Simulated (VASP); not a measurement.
# Ta (R-3m) in VASP: single point with PBE

Aim: the single point of Ta with PBE.

Everything below comes from runs of VASP 6.6.1. Logs are shortened: lines on timing, memory, paths and dates and some standing lists are left out, and cuts for length are marked.

**1. The cell of the first run**

The structure is trigonal, space group R-3m (No. 166). Conventional cell: a = 4.552 Å, b = 4.552 Å, c = 3.011 Å, α = 90.00°, β = 90.00°, γ = 120.00°. Ta (site symmetry -3m) has 14 Ta at 2.81 to 3.31 Å within 3.7 Å.

**2. Single point, PBE**

INCAR

```
SYSTEM = Ta
PREC = Accurate
ENCUT = 520
EDIFF = 1E-6
ISMEAR = 0
SIGMA = 0.15
LREAL = .FALSE.
LASPH = .TRUE.
NELM = 60
ALGO = Fast
ISIF = 2
LWAVE = .FALSE.
LCHARG = .FALSE.
GGA = PE
NBANDS = 12
```

KPOINTS

```
Automatic mesh
0
G
  22 22 22
  0 0 0
```

POSCAR

```
Ta
1.0
   -1.5665384746      1.6523761992      1.6523761992
    1.6523761992     -1.5665384746      1.6523761992
    1.6523761992      1.6523761992     -1.5665384746
Ta
1
Direct
    0.0000000000      0.0000000000      0.0000000000
```

Potentials or basis: VASP PAW PBE potentials, release 64 (Ta_pv).

Started as:

```
$ cat potpaw_PBE.64/Ta_pv/POTCAR > POTCAR
$ mpirun -np 1 vasp_std > vasp.out
```

OUTCAR:

```text
SYSTEM = Ta
   PREC = Accurate
   ENCUT = 520
   EDIFF = 1E-6
   ISMEAR = 0
   LREAL = .FALSE.
   LASPH = .TRUE.
   NELM = 60
   ISIF = 2
   GGA = PE

 ion  position               nearest neighbor table
   1  0.000  0.000  0.000-

  LATTYP: Found a trigonal (rhomboedric) cell.
 ALAT       =     2.8133142377
 COS(alpha) =    -0.3091289929

  Lattice vectors:

 A1 = (  -1.5665384746,   1.6523761992,   1.6523761992)
 A2 = (   1.6523761992,  -1.5665384746,   1.6523761992)
 A3 = (   1.6523761992,   1.6523761992,  -1.5665384746)

Analysis of symmetry for initial positions (statically):
=====================================================================
 Subroutine PRICEL returns:
 Original cell was already a primitive cell.

 Routine SETGRP: Setting up the symmetry group for a
 trigonal (rhombohedral) supercell.

 Subroutine GETGRP returns: Found 12 space group operations
 (whereof 12 operations were pure point group operations)
 out of a pool of 12 trial point group operations.

The static configuration has the point symmetry D_3d.

Analysis of symmetry for dynamics (positions and initial velocities):
=====================================================================
 Subroutine PRICEL returns:
 Original cell was already a primitive cell.

 Routine SETGRP: Setting up the symmetry group for a
 trigonal (rhombohedral) supercell.

 Subroutine GETGRP returns: Found 12 space group operations
 (whereof 12 operations were pure point group operations)
 out of a pool of 12 trial point group operations.

The dynamic configuration has the point symmetry D_3d.

 Subroutine INISYM returns: Found 12 space group operations
 (whereof 12 operations are pure point group operations),
 and found     1 'primitive' translations

----------------------------------------------------------------------------------------

                                     Primitive cell

  volume of cell :      18.0104

  direct lattice vectors                    reciprocal lattice vectors
    -1.566538475  1.652376199  1.652376199    -0.015341418  0.295322300  0.295322300
     1.652376199 -1.566538475  1.652376199     0.295322300 -0.015341418  0.295322300
     1.652376199  1.652376199 -1.566538475     0.295322300  0.295322300 -0.015341418

  length of vectors
     2.813314238  2.813314238  2.813314238     0.417930473  0.417930473  0.417930473

  position of ions in fractional coordinates (direct lattice)
     0.000000000  0.000000000  0.000000000

  ion indices of the primitive-cell ions
   primitive index   ion index
                 1           1

----------------------------------------------------------------------------------------

 KPOINTS: Automatic mesh

Automatic generation of k-mesh.
 Grid dimensions read from file:
 generate k-points for:   22   22   22

 Generating k-lattice:

  Cartesian coordinates                     Fractional coordinates (reciprocal lattice)
    -0.000697337  0.013423741  0.013423741     0.045454545  0.000000000  0.000000000
     0.013423741 -0.000697337  0.013423741     0.000000000  0.045454545  0.000000000
     0.013423741  0.013423741 -0.000697337     0.000000000  0.000000000  0.045454545

  Length of vectors
     0.018996840  0.018996840  0.018996840

  Shift w.r.t. Gamma in fractional coordinates (k-lattice)
     0.000000000  0.000000000  0.000000000

 Subroutine IBZKPT returns following result:
 ===========================================

 Found   1024 irreducible k-points:

 Following reciprocal coordinates:
            Coordinates               Weight
  0.000000  0.000000  0.000000      1.000000
  0.045455 -0.000000 -0.000000      6.000000
  0.090909 -0.000000 -0.000000      6.000000
  0.136364  0.000000  0.000000      6.000000
  0.181818  0.000000  0.000000      6.000000
  0.227273  0.000000 -0.000000      6.000000
[... 16 lines left out ...]
  0.500000  0.045455 -0.000000     12.000000
 -0.454545  0.045455 -0.000000     12.000000
 [... further k-points ...]
   k-points           NKPTS =   1024   k-points in BZ     NKDIM =   1024   number of bands    NBANDS=     12
   number of dos      NEDOS =    301   number of ions     NIONS =      1
   total plane-waves  NPLWV =  13824
   dimension x,y,z NGX =    24 NGY =   24 NGZ =   24
   dimension x,y,z NGXF=    48 NGYF=   48 NGZF=   48
   ions per type =               1
   NGX,Y,Z   is equivalent  to a cutoff of  14.18, 14.18, 14.18 a.u.
   NGXF,Y,Z  is equivalent  to a cutoff of  28.36, 28.36, 28.36 a.u.
 SYSTEM =  Ta
   PREC   = accura    normal or accurate (medium, high low for compatibility)
   ISTART =      0    job   : 0-new  1-cont  2-samecut
   ICHARG =      2    charge: 1-file 2-atom 10-const
   ISPIN  =      1    spin polarized calculation?
   LNONCOLLINEAR =      F non collinear calculations
   LSORBIT =      F    spin-orbit coupling
   LASPH  =      T    aspherical Exc in radial PAW
   ENCUT  =  520.0 eV  38.22 Ry    6.18 a.u.   5.23  5.23  5.23*2*pi/ulx,y,z
   NELM   =     60;   NELMIN=  2; NELMDL= -5     # of ELM steps
   EDIFF  = 0.1E-05   stopping-criterion for ELM
   LREAL  =      F    real-space projection
   EDIFFG = 0.1E-04   stopping-criterion for IOM
   NSW    =      0    number of steps for IOM
   IBRION =     -1    ionic relax: 0-MD 1-quasi-New 2-CG
   NFREE  =      0    steps in history (QN), initial steepest desc. (CG)
   ISIF   =      2    stress and relaxation
   ISYM   =      2    0-nonsym 1-usesym 2-fastsym
   POTIM  = 0.5000    time-step for ionic-motion
   TEBEG  =    0.0;   TEEND  =   0.0 temperature during run
   PSTRESS=    0.0 pullay stress
   NELECT =      11.0000    total number of electrons
   NUPDOWN=      -1.0000    fix difference up-down
   EMIN   =  10.00;   EMAX   =-10.00  energy-range for DOS
   EFERMI =   0.00;   METHOD = LEGACY
   ISMEAR =     0;   SIGMA  =   0.15  broadening in eV -4-tet -1-fermi 0-gaus
   EFERMI_NEDOS =   21; number of points for ismear=-14 and -15
   IALGO  =     68    algorithm
   IMIX   =      4    mixing-type and parameters
     AMIX     =   0.40;   BMIX     =  1.00
     AMIX_MAG =   1.60;   BMIX_MAG =  1.00
  volume/ion in A,a.u.               =      18.01       121.54
  Fermi-wavevector in a.u.,A,eV,Ry     =   1.388988  2.624806 26.249534  1.929286
  Thomas-Fermi vector in A             =   2.513061
   LORBIT       =      0    0 simple, 1 ext, 2 COOP (PROOUT), +10 PAW based schemes
   GGA     = PE    functional components
   LHFCALC =     F    Hartree Fock is set to
   AEXX    =    0.0000 exact exchange contribution
   IVDW    =     0    specifies the selected vdW correction
   LEPSILON=     F    determine dielectric tensor
   LRPA    =     F    only Hartree local field effects (RPA)
 non-spin polarized calculation
 RMM-DIIS sequential band-by-band and
 Gauss-broadening in eV      SIGMA  =   0.15
  energy-cutoff  :      520.00
  volume of cell :       18.01
 maximum number of plane-waves:       502
 NGX is ok and might be reduce to    24
   NGX = 11   NGY = 11   NGZ = 11

 number of electron      10.9999999 magnetization

 Free energy of the ion-electron system (eV)
  ---------------------------------------------------
  ext. energy  EPLUGINS =         0.00000000
  ---------------------------------------------------
  free energy    TOTEN  =       -11.78359543 eV

  energy without entropy =      -11.76758918  energy(sigma->0) =      -11.77559231

 E-fermi :   5.4872     XC(G=0): -12.6116

 val. band max:        5.4869976634   @ k =   0.4091   0.1818  -0.0000
 cond. band min:       5.4885781124   @ k =   0.3636   0.3182   0.1818
 fundamental gap:      0.0015804489
 Fermi energy:         5.4871840018

 k-point     1 :       0.0000    0.0000    0.0000
  band No.  band energies     occupation
      1     -27.6879      2.00000
      2     -27.5032      2.00000
      3     -27.5032      2.00000
      4      -2.4220      2.00000
      5       5.7072      0.03801
      6       5.7072      0.03801
      7       7.0718      0.00000
      8       9.6567      0.00000
      9       9.6567      0.00000
     10      20.0642      0.00000
     11      20.0642      0.00000
     12      21.4984      0.00000

 k-point     2 :       0.0455   -0.0000   -0.0000
  band No.  band energies     occupation
      1     -27.7024      2.00000
      2     -27.5195      2.00000
      3     -27.5035      2.00000
      4      -2.3339      2.00000
      5       5.6627      0.09803
      6       5.7190      0.02883
      7       7.1074      0.00000
      8       9.5905      0.00000
      9       9.6560      0.00000
     10      20.1722      0.00000
     11      20.2876      0.00000
     12      21.6065      0.00000

 k-point     3 :       0.0909   -0.0000   -0.0000
  band No.  band energies     occupation
      1     -27.7505      2.00000
      2     -27.5607      2.00000
      3     -27.5043      2.00000
      4      -2.0757      2.00000
      5       5.5342      0.65741
      6       5.7209      0.02757
      7       7.2392      0.00000
      8       9.4396      0.00000
      9       9.6596      0.00000
     10      20.4658      0.00000
     11      20.8895      0.00000
     12      21.9255      0.00000
[... 286 lines left out ...]
 k-point    23 :       0.5000    0.0455   -0.0000
  band No.  band energies     occupation
      1     -28.7337      2.00000
      2     -27.8672      2.00000
      3     -27.5285      2.00000
      4       1.1404      2.00000
      5       3.8645      2.00000
      6       6.5307      0.00000
      7       9.7006      0.00000
      8      10.7605      0.00000
      9      12.7869      0.00000
     10      16.8971      0.00000
     11      18.0282      0.00000
     12      22.4253      0.00000

 k-point    24 :      -0.4545    0.0455   -0.0000
  band No.  band energies     occupation
      1     -28.7007      2.00000
      2     -27.8541      2.00000
      3     -27.5268      2.00000
      4       1.1196      2.00000
      5       3.9283      2.00000
      6       6.1473      0.00000
      7       9.7383      0.00000
      8      10.6341      0.00000
      9      12.4528      0.00000
     10      17.3211      0.00000
     11      18.3051      0.00000
     12      20.2167      0.00000

 [... further k-points ...]
[... 5 lines left out ...]
  --------------------------------------------------------------------------------------
  -------------------------------------------------------------------------------------
  Total        0.4122500      0.4122500      0.4122500     -0.4066855     -0.4066855     -0.4066855
  in kB       36.6732273     36.6732273     36.6732273    -36.1782117    -36.1782117    -36.1782117
  external PRESSURE =      36.6732273 kB  Pullay stress =       0.0000000 kB

 VOLUME and BASIS-vectors are now :
 -----------------------------------------------------------------------------
  energy-cutoff  :      520.00
  volume of cell :       18.01
      direct lattice vectors                 reciprocal lattice vectors
    -1.566538475  1.652376199  1.652376199    -0.015341418  0.295322300  0.295322300
     1.652376199 -1.566538475  1.652376199     0.295322300 -0.015341418  0.295322300
     1.652376199  1.652376199 -1.566538475     0.295322300  0.295322300 -0.015341418

 POSITION                                       TOTAL-FORCE (eV/Angst)
 -----------------------------------------------------------------------------------
      0.00000      0.00000      0.00000        -0.000000      0.000000      0.000000
 -----------------------------------------------------------------------------------
    total drift:                               -0.000000      0.000000      0.000000

  FREE ENERGIE OF THE ION-ELECTRON SYSTEM (eV)
  ---------------------------------------------------
  free  energy   TOTEN  =       -11.7835954317 eV

  energy  without entropy=      -11.7675891816  energy(sigma->0) =      -11.77559231
```

Run time: 3.1 min. Hardware: 1 thread of AMD EPYC 7R13 (Zen 3), shared host; peak memory 0.29 GiB.

What came out:

| Quantity | Value |
| --- | --- |
| Free energy | -11.7836 eV |
| Pressure | 3.7 GPa |

Caveat: spin-orbit coupling is left out, which moves the levels of the heavy elements.
